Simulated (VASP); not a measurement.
# CoSi2 in VASP: a series of runs

The runs below take CoSi2 through single point, with PBE.

Program: VASP 6.6.1. These are calculated values, not measurements. Logs are shortened: lines on timing, memory, paths and dates and some standing lists are left out, and cuts for length are marked.

## (1) The cell of the first run

Symmetry: R-3m, No. 166, trigonal system. The conventional cell has a = 3.868 Å, b = 3.868 Å, c = 9.060 Å, α = 90.00°, β = 90.00°, γ = 120.00°. Co (site symmetry -3m) has 8 Si at 2.27 to 2.36 Å within 3.0 Å. Si (site symmetry 3m) has 4 Co at 2.27 to 2.36 Å and 6 Si at 2.70 Å within 3.0 Å.

## (2) Single point, PBE

INCAR reads:

```
SYSTEM = CoSi2
  ALGO = Normal
  EDIFF = 1E-6
  ENCUT = 520
  GGA = PE
  ISIF = 2
  ISMEAR = 0
  ISYM = 0
  LASPH = .True.
  LCHARG = .False.
  LREAL = .False.
  LWAVE = .False.
  NBANDS = 16
  NELM = 100
  PREC = Accurate
  SIGMA = 0.1
```

KPOINTS reads:

```
k-points
0
Gamma
  9 9 11
  0 0 0
```

POSCAR reads:

```
CoSi2
1.0
    3.8677060746      0.0000000000      0.0000000000
   -1.9338530373      3.3495317150      0.0000000000
   -1.9338530373      1.1165105717      3.0200771098
Co Si
1 2
Direct
    0.0000000000      0.0000000000      0.0000000000
    0.2500000000      0.7500000000      0.7500000000
    0.7500000000      0.2500000000      0.2500000000
```

Potentials or basis: VASP PAW PBE potentials, release 64 (Co, Si).

Run with:

```
cat potpaw_PBE.64/Co/POTCAR potpaw_PBE.64/Si/POTCAR > POTCAR
mpirun -np 1 vasp_std > vasp.out
```

OUTCAR:

```text
SYSTEM = CoSi2
   EDIFF = 1E-6
   ENCUT = 520
   GGA = PE
   ISIF = 2
   ISMEAR = 0
   ISYM = 0
   LASPH = .True.
   LREAL = .False.
   NELM = 100
   PREC = Accurate

 ion  position               nearest neighbor table
   1  0.000  0.000  0.000-   2 2.27   3 2.27   3 2.36   2 2.36   2 2.36   3 2.36   3 2.36   2 2.36

   2  0.250  0.750  0.750-   1 2.27   1 2.36   1 2.36   1 2.36   3 2.70   3 2.70   3 2.70   3 2.70
                             3 2.70   3 2.70
   3  0.750  0.250  0.250-   1 2.27   1 2.36   1 2.36   1 2.36   2 2.70   2 2.70   2 2.70   2 2.70
                             2 2.70   2 2.70

IMPORTANT INFORMATION: All symmetrisations will be switched off!
NOSYMM: (Re-)initialisation of all symmetry stuff for point group C_1.

----------------------------------------------------------------------------------------

                                     Primitive cell

  volume of cell :      39.1251

  direct lattice vectors                    reciprocal lattice vectors
     3.867706075  0.000000000  0.000000000     0.258551188  0.149274598  0.110372458
    -1.933853037  3.349531715  0.000000000     0.000000000  0.298549196 -0.110372458
    -1.933853037  1.116510572  3.020077110     0.000000000  0.000000000  0.331117373

  length of vectors
     3.867706075  3.867706075  3.755961818     0.318298133  0.318298133  0.331117373

  position of ions in fractional coordinates (direct lattice)
     0.000000000  0.000000000  0.000000000
     0.250000000  0.750000000  0.750000000
     0.750000000  0.250000000  0.250000000

  ion indices of the primitive-cell ions
   primitive index   ion index
                 1           1
                 2           2
                 3           3

----------------------------------------------------------------------------------------

 KPOINTS: k-points

Automatic generation of k-mesh.
 Grid dimensions read from file:
 generate k-points for:    9    9   11

 Generating k-lattice:

  Cartesian coordinates                     Fractional coordinates (reciprocal lattice)
     0.028727910  0.016586066  0.012263606     0.111111111 -0.000000000 -0.000000000
     0.000000000  0.033172133 -0.012263606     0.000000000  0.111111111 -0.000000000
     0.000000000  0.000000000  0.030101579     0.000000000  0.000000000  0.090909091

  Length of vectors
     0.035366459  0.035366459  0.030101579

  Shift w.r.t. Gamma in fractional coordinates (k-lattice)
     0.000000000  0.000000000  0.000000000

 -----------------------------------------------------------------------------
|                                                                             |
|           W    W    AA    RRRRR   N    N  II  N    N   GGGG   !!!           |
|           W    W   A  A   R    R  NN   N  II  NN   N  G    G  !!!           |
|           W    W  A    A  R    R  N N  N  II  N N  N  G       !!!           |
|           W WW W  AAAAAA  RRRRR   N  N N  II  N  N N  G  GGG   !            |
|           WW  WW  A    A  R   R   N   NN  II  N   NN  G    G                |
|           W    W  A    A  R    R  N    N  II  N    N   GGGG   !!!           |
|                                                                             |
|     Your reciprocal lattice and k-lattice belong to different lattice       |
|     classes:                                                                |
|                                                                             |
|        The reciprocal lattice is rhombohedral (trigonal),                   |
|        whereas your k-lattice is base-centered monoclinic.                  |
|                                                                             |
|     Results are often still useful ...                                      |
|                                                                             |
 -----------------------------------------------------------------------------

 WARNING: IBZKPT: internal override: KBLOWUP is changed to .FALSE.
      ... skipping the blow-up phase ...

 Subroutine IBZKPT returns following result:
 ===========================================

 Found    446 irreducible k-points:

 Following reciprocal coordinates:
            Coordinates               Weight
  0.000000  0.000000  0.000000      1.000000
  0.111111  0.000000  0.000000      2.000000
  0.222222 -0.000000 -0.000000      2.000000
  0.333333  0.000000  0.000000      2.000000
  0.444444 -0.000000 -0.000000      2.000000
  0.000000  0.111111 -0.000000      2.000000
[... 16 lines left out ...]
 -0.111111  0.222222 -0.000000      2.000000
  0.000000  0.333333  0.000000      2.000000
 [... further k-points ...]
   k-points           NKPTS =    446   k-points in BZ     NKDIM =    446   number of bands    NBANDS=     16
   number of dos      NEDOS =    301   number of ions     NIONS =      3
   total plane-waves  NPLWV =  25200
   dimension x,y,z NGX =    30 NGY =   30 NGZ =   28
   dimension x,y,z NGXF=    60 NGYF=   60 NGZF=   56
   ions per type =               1   2
   NGX,Y,Z   is equivalent  to a cutoff of  12.89, 12.89, 12.39 a.u.
   NGXF,Y,Z  is equivalent  to a cutoff of  25.79, 25.79, 24.79 a.u.
 SYSTEM =  CoSi2
   PREC   = accura    normal or accurate (medium, high low for compatibility)
   ISTART =      0    job   : 0-new  1-cont  2-samecut
   ICHARG =      2    charge: 1-file 2-atom 10-const
   ISPIN  =      1    spin polarized calculation?
   LNONCOLLINEAR =      F non collinear calculations
   LSORBIT =      F    spin-orbit coupling
   LASPH  =      T    aspherical Exc in radial PAW
   ENCUT  =  520.0 eV  38.22 Ry    6.18 a.u.   7.19  7.19  6.98*2*pi/ulx,y,z
   NELM   =    100;   NELMIN=  2; NELMDL= -5     # of ELM steps
   EDIFF  = 0.1E-05   stopping-criterion for ELM
   LREAL  =      F    real-space projection
   EDIFFG = 0.1E-04   stopping-criterion for IOM
   NSW    =      0    number of steps for IOM
   IBRION =     -1    ionic relax: 0-MD 1-quasi-New 2-CG
   NFREE  =      0    steps in history (QN), initial steepest desc. (CG)
   ISIF   =      2    stress and relaxation
   ISYM   =      0    0-nonsym 1-usesym 2-fastsym
   POTIM  = 0.5000    time-step for ionic-motion
   TEBEG  =    0.0;   TEEND  =   0.0 temperature during run
   PSTRESS=    0.0 pullay stress
   NELECT =      17.0000    total number of electrons
   NUPDOWN=      -1.0000    fix difference up-down
   EMIN   =  10.00;   EMAX   =-10.00  energy-range for DOS
   EFERMI =   0.00;   METHOD = LEGACY
   ISMEAR =     0;   SIGMA  =   0.10  broadening in eV -4-tet -1-fermi 0-gaus
   EFERMI_NEDOS =   21; number of points for ismear=-14 and -15
   IALGO  =     38    algorithm
   IMIX   =      4    mixing-type and parameters
     AMIX     =   0.40;   BMIX     =  1.00
     AMIX_MAG =   1.60;   BMIX_MAG =  1.00
  volume/ion in A,a.u.               =      13.04        88.01
  Fermi-wavevector in a.u.,A,eV,Ry     =   1.239955  2.343175 20.918801  1.537489
  Thomas-Fermi vector in A             =   2.374416
   LORBIT       =      0    0 simple, 1 ext, 2 COOP (PROOUT), +10 PAW based schemes
   GGA     = PE    functional components
   LHFCALC =     F    Hartree Fock is set to
   AEXX    =    0.0000 exact exchange contribution
   IVDW    =     0    specifies the selected vdW correction
   LEPSILON=     F    determine dielectric tensor
   LRPA    =     F    only Hartree local field effects (RPA)
 non-spin polarized calculation
 Gauss-broadening in eV      SIGMA  =   0.10
  energy-cutoff  :      520.00
  volume of cell :       39.13
 maximum number of plane-waves:      1070
 NGX is ok and might be reduce to    30
   NGX = 15   NGY = 15   NGZ = 13

 number of electron      17.0000001 magnetization

 Free energy of the ion-electron system (eV)
  ---------------------------------------------------
  ext. energy  EPLUGINS =         0.00000000
  ---------------------------------------------------
  free energy    TOTEN  =       -19.24126496 eV

  energy without entropy =      -19.23538334  energy(sigma->0) =      -19.23832415

 E-fermi :   9.8325     XC(G=0): -11.6620

 val. band max:        9.8128698859   @ k =   0.0000  -0.1111   0.3636
 cond. band min:       9.8366776585   @ k =  -0.1111   0.2222   0.1818
 fundamental gap:      0.0238077726
 Fermi energy:         9.8325046443

 k-point     1 :       0.0000    0.0000    0.0000
  band No.  band energies     occupation
      1      -3.1350      2.00000
      2       5.7941      2.00000
      3       5.7941      2.00000
      4       5.9488      2.00000
      5       8.0017      2.00000
      6       8.0023      2.00000
[... 8 lines left out ...]
     15      15.5076      0.00000
     16      15.5080      0.00000

 k-point     2 :       0.1111    0.0000    0.0000
  band No.  band energies     occupation
      1      -2.9541      2.00000
      2       5.3334      2.00000
      3       5.8559      2.00000
      4       5.9974      2.00000
      5       7.9515      2.00000
      6       7.9569      2.00000
[... 8 lines left out ...]
     15      15.1852      0.00000
     16      15.3040      0.00000

 k-point     3 :       0.2222   -0.0000   -0.0000
  band No.  band energies     occupation
      1      -2.4173      2.00000
      2       4.1668      2.00000
      3       6.0132      2.00000
      4       6.1565      2.00000
      5       7.8728      2.00000
      6       7.8912      2.00000
[... 8 lines left out ...]
     15      16.3102      0.00000
     16      16.9838      0.00000

 k-point     4 :       0.3333    0.0000    0.0000
  band No.  band energies     occupation
      1      -1.5448      2.00000
      2       2.6698      2.00000
      3       6.1786      2.00000
      4       6.3241      2.00000
      5       7.9300      2.00000
      6       7.9540      2.00000
[... 8 lines left out ...]
     15      17.7890      0.00000
     16      18.8057      0.00000
[... 324 lines left out ...]
 k-point    22 :      -0.2222    0.2222    0.0000
  band No.  band energies     occupation
      1      -2.1586      2.00000
      2       4.5836      2.00000
      3       5.8174      2.00000
      4       5.9991      2.00000
      5       6.9416      2.00000
      6       8.2178      2.00000
[... 8 lines left out ...]
     15      17.9044      0.00000
     16      18.1856      0.00000

 k-point    23 :      -0.1111    0.2222   -0.0000
  band No.  band energies     occupation
      1      -2.4654      2.00000
      2       4.5743      2.00000
      3       5.9259      2.00000
      4       6.0328      2.00000
      5       7.5097      2.00000
      6       8.0968      2.00000
[... 8 lines left out ...]
     15      16.7729      0.00000
     16      17.3852      0.00000

 k-point    24 :       0.0000    0.3333    0.0000
  band No.  band energies     occupation
      1      -1.5448      2.00000
      2       2.6698      2.00000
      3       6.1786      2.00000
      4       6.3241      2.00000
      5       7.9300      2.00000
      6       7.9540      2.00000
[... 8 lines left out ...]
     15      17.7890      0.00000
     16      18.8057      0.00000

 [... further k-points ...]
[... 5 lines left out ...]
  --------------------------------------------------------------------------------------
  -------------------------------------------------------------------------------------
  Total       -1.7712710     -1.7788406      1.6541878     -0.0065551     -0.0036390      0.0062998
  in kB      -72.5337308    -72.8437071     67.7391609     -0.2684319     -0.1490154      0.2579782
  external PRESSURE =     -25.8794257 kB  Pullay stress =       0.0000000 kB

 VOLUME and BASIS-vectors are now :
 -----------------------------------------------------------------------------
  energy-cutoff  :      520.00
  volume of cell :       39.13
      direct lattice vectors                 reciprocal lattice vectors
     3.867706075  0.000000000  0.000000000     0.258551188  0.149274598  0.110372458
    -1.933853037  3.349531715  0.000000000     0.000000000  0.298549196 -0.110372458
    -1.933853037  1.116510572  3.020077110     0.000000000  0.000000000  0.331117373

 POSITION                                       TOTAL-FORCE (eV/Angst)
 -----------------------------------------------------------------------------------
      0.00000      0.00000      0.00000         0.000001     -0.000001      0.000000
     -1.93385      3.34953      2.26506        -0.007087      0.004092      0.453252
      1.93385      1.11651      0.75502         0.007086     -0.004091     -0.453252
 -----------------------------------------------------------------------------------
    total drift:                                0.000001     -0.000000     -0.000000

  FREE ENERGIE OF THE ION-ELECTRON SYSTEM (eV)
  ---------------------------------------------------
  free  energy   TOTEN  =       -19.2412649629 eV

  energy  without entropy=      -19.2353833435  energy(sigma->0) =      -19.23832415
```

It took 3.4 min on 1 thread of Intel Xeon Platinum 8488C (Sapphire Rapids), shared host; peak memory 0.38 GiB.

Results:

* Free energy: -19.2413 eV
* Pressure: -2.6 GPa
* Largest force: 0.453 eV/Å

Forces on the atoms (eV/Å):
```
Co   0.000  0.000  0.000
Si  -0.007  0.004  0.453
Si   0.007 -0.004 -0.453
```

Stress tensor (GPa, compression positive):
```
-7.25 -0.03  0.03
-0.03 -7.28 -0.01
 0.03 -0.01  6.77
```

(Continued in part 2 of 2.)
